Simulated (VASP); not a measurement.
# SiC3 (P4/mmm) in VASP: relaxation of cell and atoms with PBE

Aim: the relaxation of cell and atoms of SiC3 with PBE.

Program: VASP 6.6.1. These are calculated values, not measurements. Logs are shortened: lines on timing, memory, paths and dates and some standing lists are left out, and cuts for length are marked.

**1. The cell of the first run**

Symmetry: P4/mmm, No. 123, tetragonal system. The conventional cell has a = 3.576 Å, b = 3.576 Å, c = 3.404 Å, α = 90.00°, β = 90.00°, γ = 90.00°. Within 2.3 Å of Si (site symmetry 4/mmm) lie 2 C at 1.70 Å. C (site symmetry 4/mmm) has 2 Si at 1.70 Å within 2.3 Å. Within 1.8 Å of C (site symmetry 4mm) lie 1 C at 1.35 Å.

**2. Relaxation of cell and atoms, PBE**

INCAR

```
ALGO = Normal
EDIFF = 1E-6
EDIFFG = -0.01
ENCUT = 600
GGA = PE
IBRION = 2
ISIF = 3
ISMEAR = 0
LASPH = T
LCHARG = F
LREAL = F
LWAVE = F
NELM = 100
NSW = 100
PREC = Accurate
SIGMA = 0.1
```

KPOINTS

```
k-points
0
Gamma
  14 14 14
```

POSCAR

```
SiC3
1.0
    3.5756969826      0.0000000000      0.0000000000
    0.0000000000      3.5756969826      0.0000000000
    0.0000000000      0.0000000000      3.4043470061
Si C
1 3
Direct
    0.0000000000      0.0000000000      0.5000000000
    0.0000000000      0.0000000000      0.0000000000
    0.5000000000      0.5000000000      0.6987638000
    0.5000000000      0.5000000000      0.3012362000
```

Potentials or basis: VASP PAW PBE potentials, release 64 (Si, C).

Command:

```bash
cat potpaw_PBE.64/Si/POTCAR potpaw_PBE.64/C/POTCAR > POTCAR
mpirun -np 1 vasp_std > vasp.out
```

OUTCAR:

```text
EDIFF = 1E-6
   EDIFFG = -0.01
   ENCUT = 600
   GGA = PE
   IBRION = 2
   ISIF = 3
   ISMEAR = 0
   LASPH = T
   LREAL = F
   NELM = 100
   NSW = 100
   PREC = Accurate

 ion  position               nearest neighbor table
   1  0.000  0.000  0.500-   2 1.70   2 1.70
   2  0.000  0.000  0.000-   1 1.70   1 1.70
   3  0.500  0.500  0.699-   4 1.35   4 2.05
   4  0.500  0.500  0.301-   3 1.35   3 2.05

  LATTYP: Found a simple tetragonal cell.
 ALAT       =     3.5756969826
 C/A-ratio  =     0.9520792793

  Lattice vectors:

 A1 = (   3.5756969826,   0.0000000000,   0.0000000000)
 A2 = (   0.0000000000,   3.5756969826,   0.0000000000)
 A3 = (   0.0000000000,   0.0000000000,   3.4043470061)

Analysis of symmetry for initial positions (statically):
=====================================================================
 Subroutine PRICEL returns:
 Original cell was already a primitive cell.

 Routine SETGRP: Setting up the symmetry group for a
 simple tetragonal supercell.

 Subroutine GETGRP returns: Found 16 space group operations
 (whereof 16 operations were pure point group operations)
 out of a pool of 16 trial point group operations.

The static configuration has the point symmetry D_4h.

Analysis of symmetry for dynamics (positions and initial velocities):
=====================================================================
 Subroutine PRICEL returns:
 Original cell was already a primitive cell.

 Routine SETGRP: Setting up the symmetry group for a
 simple tetragonal supercell.

 Subroutine GETGRP returns: Found 16 space group operations
 (whereof 16 operations were pure point group operations)
 out of a pool of 16 trial point group operations.

The dynamic configuration has the point symmetry D_4h.

 Subroutine INISYM returns: Found 16 space group operations
 (whereof 16 operations are pure point group operations),
 and found     1 'primitive' translations

----------------------------------------------------------------------------------------

                                     Primitive cell

  volume of cell :      43.5266

  direct lattice vectors                    reciprocal lattice vectors
     3.575696983  0.000000000  0.000000000     0.279665756  0.000000000  0.000000000
     0.000000000  3.575696983  0.000000000     0.000000000  0.279665756  0.000000000
     0.000000000  0.000000000  3.404347006     0.000000000  0.000000000  0.293742089

  length of vectors
     3.575696983  3.575696983  3.404347006     0.279665756  0.279665756  0.293742089

  position of ions in fractional coordinates (direct lattice)
     0.000000000  0.000000000  0.500000000
     0.000000000  0.000000000  0.000000000
     0.500000000  0.500000000  0.698763800
     0.500000000  0.500000000  0.301236200

  ion indices of the primitive-cell ions
   primitive index   ion index
                 1           1
                 2           2
                 3           3
                 4           4

----------------------------------------------------------------------------------------

 KPOINTS: k-points

Automatic generation of k-mesh.
 Grid dimensions read from file:
 generate k-points for:   14   14   14

 Generating k-lattice:

  Cartesian coordinates                     Fractional coordinates (reciprocal lattice)
     0.019976125  0.000000000  0.000000000     0.071428571  0.000000000  0.000000000
     0.000000000  0.019976125  0.000000000     0.000000000  0.071428571  0.000000000
     0.000000000  0.000000000  0.020981578     0.000000000  0.000000000  0.071428571

  Length of vectors
     0.019976125  0.019976125  0.020981578

  Shift w.r.t. Gamma in fractional coordinates (k-lattice)
     0.000000000  0.000000000  0.000000000

 Subroutine IBZKPT returns following result:
 ===========================================

 Found    288 irreducible k-points:

 Following reciprocal coordinates:
            Coordinates               Weight
  0.000000  0.000000  0.000000      1.000000
  0.071429  0.000000  0.000000      4.000000
  0.142857  0.000000  0.000000      4.000000
  0.214286  0.000000  0.000000      4.000000
  0.285714  0.000000  0.000000      4.000000
  0.357143  0.000000  0.000000      4.000000
[... 16 lines left out ...]
  0.285714  0.214286  0.000000      8.000000
  0.357143  0.214286  0.000000      8.000000
 [... further k-points ...]
   k-points           NKPTS =    288   k-points in BZ     NKDIM =    288   number of bands    NBANDS=     12
   number of dos      NEDOS =    301   number of ions     NIONS =      4
   total plane-waves  NPLWV =  25200
   dimension x,y,z NGX =    30 NGY =   30 NGZ =   28
   dimension x,y,z NGXF=    60 NGYF=   60 NGZF=   56
   ions per type =               1   3
   NGX,Y,Z   is equivalent  to a cutoff of  13.95, 13.95, 13.67 a.u.
   NGXF,Y,Z  is equivalent  to a cutoff of  27.90, 27.90, 27.35 a.u.
 SYSTEM =  unknown system
   PREC   = accura    normal or accurate (medium, high low for compatibility)
   ISTART =      0    job   : 0-new  1-cont  2-samecut
   ICHARG =      2    charge: 1-file 2-atom 10-const
   ISPIN  =      1    spin polarized calculation?
   LNONCOLLINEAR =      F non collinear calculations
   LSORBIT =      F    spin-orbit coupling
   LASPH  =      T    aspherical Exc in radial PAW
   ENCUT  =  600.0 eV  44.10 Ry    6.64 a.u.   7.14  7.14  6.80*2*pi/ulx,y,z
   NELM   =    100;   NELMIN=  2; NELMDL= -5     # of ELM steps
   EDIFF  = 0.1E-05   stopping-criterion for ELM
   LREAL  =      F    real-space projection
   EDIFFG = -.1E-01   stopping-criterion for IOM
   NSW    =    100    number of steps for IOM
   IBRION =      2    ionic relax: 0-MD 1-quasi-New 2-CG
   NFREE  =      1    steps in history (QN), initial steepest desc. (CG)
   ISIF   =      3    stress and relaxation
   ISYM   =      2    0-nonsym 1-usesym 2-fastsym
   POTIM  = 0.5000    time-step for ionic-motion
   TEBEG  =    0.0;   TEEND  =   0.0 temperature during run
   PSTRESS=    0.0 pullay stress
   NELECT =      16.0000    total number of electrons
   NUPDOWN=      -1.0000    fix difference up-down
   EMIN   =  10.00;   EMAX   =-10.00  energy-range for DOS
   EFERMI =   0.00;   METHOD = LEGACY
   ISMEAR =     0;   SIGMA  =   0.10  broadening in eV -4-tet -1-fermi 0-gaus
   EFERMI_NEDOS =   21; number of points for ismear=-14 and -15
   IALGO  =     38    algorithm
   IMIX   =      4    mixing-type and parameters
     AMIX     =   0.40;   BMIX     =  1.00
     AMIX_MAG =   1.60;   BMIX_MAG =  1.00
  volume/ion in A,a.u.               =      10.88        73.43
  Fermi-wavevector in a.u.,A,eV,Ry     =   1.172726  2.216130 18.711894  1.375285
  Thomas-Fermi vector in A             =   2.309150
   LORBIT       =      0    0 simple, 1 ext, 2 COOP (PROOUT), +10 PAW based schemes
   GGA     = PE    functional components
   LHFCALC =     F    Hartree Fock is set to
   AEXX    =    0.0000 exact exchange contribution
   IVDW    =     0    specifies the selected vdW correction
   LEPSILON=     F    determine dielectric tensor
   LRPA    =     F    only Hartree local field effects (RPA)
 conjugate gradient relaxation of ions
 non-spin polarized calculation
 Gauss-broadening in eV      SIGMA  =   0.10
  energy-cutoff  :      600.00
  volume of cell :       43.53
 maximum number of plane-waves:      1472
 NGX is ok and might be reduce to    30
   NGX = 15   NGY = 15   NGZ = 13

--------------------------------------- Ionic step        1  -------------------------------------------

 number of electron      15.9999999 magnetization

 Free energy of the ion-electron system (eV)
  ---------------------------------------------------
  ext. energy  EPLUGINS =         0.00000000
  ---------------------------------------------------
  free energy    TOTEN  =       -23.22346344 eV

  energy without entropy =      -23.21248955  energy(sigma->0) =      -23.21797649

------------------------ aborting loop because EDIFF is reached ----------------------------------------

  FORCE on cell =-STRESS in cart. coord.  units (eV):
  Direction    XX          YY          ZZ          XY          YZ          ZX
  --------------------------------------------------------------------------------------
  -------------------------------------------------------------------------------------
  Total        0.2209771      0.2209771     -2.3953431      0.0000000      0.0000000     -0.0000000
  in kB        8.1339726      8.1339726    -88.1704552      0.0000000      0.0000000     -0.0000000
  external PRESSURE =     -23.9675033 kB  Pullay stress =       0.0000000 kB
[... 822 lines left out ...]
 k-point    24 :       0.3571    0.2143    0.0000
  band No.  band energies     occupation
      1     -11.2140      2.00000
      2      -8.8168      2.00000
      3      -2.9669      2.00000
      4      -1.8178      2.00000
      5      -0.8544      2.00000
      6      -0.7894      2.00000
      7       1.7135      2.00000
      8       3.0679      2.00000
      9       3.1252      1.99993
     10       6.8913      0.00000
     11       8.9524      0.00000
     12       9.2001      0.00000

 [... further k-points ...]

[... ionic steps 4 to 35 ...]

--------------------------------------- Ionic step       36  -------------------------------------------

 number of electron      15.9999997 magnetization

------------------------ aborting loop because EDIFF is reached ----------------------------------------

  FORCE on cell =-STRESS in cart. coord.  units (eV):
  Direction    XX          YY          ZZ          XY          YZ          ZX
  --------------------------------------------------------------------------------------
  -------------------------------------------------------------------------------------
  Total        0.0006956      0.0006956      0.0635117      0.0000000      0.0000000      0.0000000
  in kB        0.0167044      0.0167044      1.5251683      0.0000000      0.0000000      0.0000000
  external PRESSURE =       0.5195257 kB  Pullay stress =       0.0000000 kB
[... 61 lines left out ...]
  energy  without entropy=      -24.0693515295  energy(sigma->0) =      -24.06935153

--------------------------------------- Ionic step       38  -------------------------------------------

 number of electron      15.9999997 magnetization

 Free energy of the ion-electron system (eV)
  ---------------------------------------------------
  ext. energy  EPLUGINS =         0.00000000
  ---------------------------------------------------
  free energy    TOTEN  =       -24.06936529 eV

  energy without entropy =      -24.06936529  energy(sigma->0) =      -24.06936529

 E-fermi :   1.6049     XC(G=0):  -8.3820

 val. band max:        1.1488081040   @ k =   0.5000   0.0000   0.5000
 cond. band min:       2.1917768443   @ k =   0.5000   0.0000   0.0000
 fundamental gap:      1.0429687403
 Fermi energy:         1.6048596435

 k-point     1 :       0.0000    0.0000    0.0000
  band No.  band energies     occupation
      1     -13.6963      2.00000
      2     -10.8743      2.00000
      3      -5.9083      2.00000
      4      -3.0831      2.00000
      5      -3.0831      2.00000
      6      -2.5441      2.00000
      7      -0.4086      2.00000
      8      -0.4086      2.00000
      9       2.2056      0.00000
     10       4.1792      0.00000
     11       6.4431      0.00000
     12       7.9721      0.00000
[... 376 lines left out ...]
  FREE ENERGIE OF THE ION-ELECTRON SYSTEM (eV)
  ---------------------------------------------------
  free  energy   TOTEN  =       -24.0693652872 eV

  energy  without entropy=      -24.0693652872  energy(sigma->0) =      -24.06936529

 reached required accuracy - stopping structural energy minimisation
```

Run time: 24 min. Hardware: 1 thread of Intel Xeon 6975P-C (Granite Rapids), shared host; peak memory 0.33 GiB.

What came out:

| Property | Result |
| --- | --- |
| Free energy | -24.0694 eV |
| Relaxed volume | 16.67 Å³/atom |
| Relaxed cell | a = 4.672 Å, b = 4.672 Å, c = 3.056 Å, α = 90.00°, β = 90.00°, γ = 90.00° |
| Space group after relaxing (to 0.1 Å) | P4/mmm (No. 123) |
| Energy gained by relaxing | 211.5 meV/atom |
| Ionic steps | 38 |
| Pressure after relaxing | 0.0 GPa |
| Largest force after relaxing | 0.007 eV/Å |
| Band gap on the k mesh | 1.04 eV (least direct gap 1.30 eV) |

Forces in eV/Å, atoms in the order of the input:
```
Si   0.000  0.000  0.000
C    0.000  0.000  0.000
C    0.000  0.000 -0.007
C    0.000  0.000  0.007
```

The path:
```csv
step,energy change (eV),largest force (eV/Å),pressure (GPa),volume (Å³)
1,0.0000,0.1101,-2.40,43.53
2,0.0332,2.2606,9.14,42.49
3,-0.0143,0.6941,1.34,43.14
4,-0.0328,0.1347,3.30,43.00
5,-0.0330,0.1936,3.07,43.01
6,-0.0333,0.7222,-1.10,43.77
7,-0.0374,0.2866,0.91,43.39
8,-0.0449,0.1613,0.51,43.99
9,-0.0544,0.2708,-0.31,45.68
10,-0.0605,0.0990,-0.16,46.21
11,-0.0655,0.1754,-0.35,46.97
12,-0.0854,0.7056,-1.76,48.47
13,-0.1888,1.4425,-2.77,51.47
14,-0.6718,1.8626,-0.06,57.41
15,1.2485,2.0330,31.05,68.73
16,-0.7210,1.5222,2.92,58.58
17,-0.7205,1.5493,3.83,59.02
18,-0.7217,1.5441,4.00,59.19
19,-0.7233,1.5307,4.53,59.70
20,-0.7260,1.5090,4.49,59.76
21,-0.7339,1.4452,4.36,59.93
22,-0.7489,1.3131,4.13,60.28
23,-0.7754,1.0311,3.70,60.98
24,-0.8141,0.3887,3.00,62.39
25,-0.8278,1.2604,2.21,65.28
26,-0.8334,0.6147,2.41,64.24
27,-0.8407,0.2080,0.75,64.78
28,-0.8412,0.0566,0.12,64.99
29,-0.8418,0.0257,0.13,65.07
30,-0.8432,0.0674,0.16,65.31
31,-0.8441,0.2459,0.23,65.78
32,-0.8447,0.1501,0.40,65.92
33,-0.8450,0.0014,0.69,66.15
34,-0.8456,0.0177,0.40,66.41
35,-0.8458,0.0465,-0.11,66.87
36,-0.8459,0.0375,0.05,66.72
37,-0.8459,0.0371,0.06,66.71
38,-0.8459,0.0067,-0.01,66.70
```

Final structure:
```
CELL_PARAMETERS angstrom
4.67203 0.00000 0.00000
0.00000 4.67203 0.00000
0.00000 0.00000 3.05551
ATOMIC_POSITIONS crystal
Si 0.00000 0.00000 0.50000
C 0.00000 0.00000 0.00000
C 0.50000 0.50000 0.71474
C 0.50000 0.50000 0.28526
```

Levels at points of the mesh, in eV from the valence-band top:
| k point | band 5 | band 6 | band 7 | band 8 | band 9 | band 10 | band 11 | band 12 |
| --- | --- | --- | --- | --- | --- | --- | --- | --- |
| (0.00, 0.00, 0.00) | -4.23 | -3.69 | -1.56 | -1.56 | 1.06 | 3.03 | 5.29 | 6.82 |
| (0.50, 0.00, 0.00) | -3.85 | -3.68 | -2.58 | -2.23 | 1.04 | 4.28 | 6.77 | 7.80 |
| (0.50, 0.50, 0.00) | -4.79 | -3.67 | -1.40 | -1.40 | 1.07 | 4.20 | 6.70 | 6.70 |
| (0.00, 0.00, 0.50) | -1.77 | -1.77 | -0.32 | -0.32 | 2.04 | 2.04 | 3.43 | 3.43 |
| (0.50, 0.00, 0.50) | -1.71 | -1.64 | -0.20 | 0.00 | 1.30 | 1.52 | 1.95 | 2.92 |
| (0.50, 0.50, 0.50) | -2.11 | -2.11 | -0.81 | -0.81 | 2.19 | 2.19 | 3.16 | 3.16 |

Caveat: the volume moved by over 15 % at a fixed basis, so the end points are rough. A k mesh can miss the band edges.
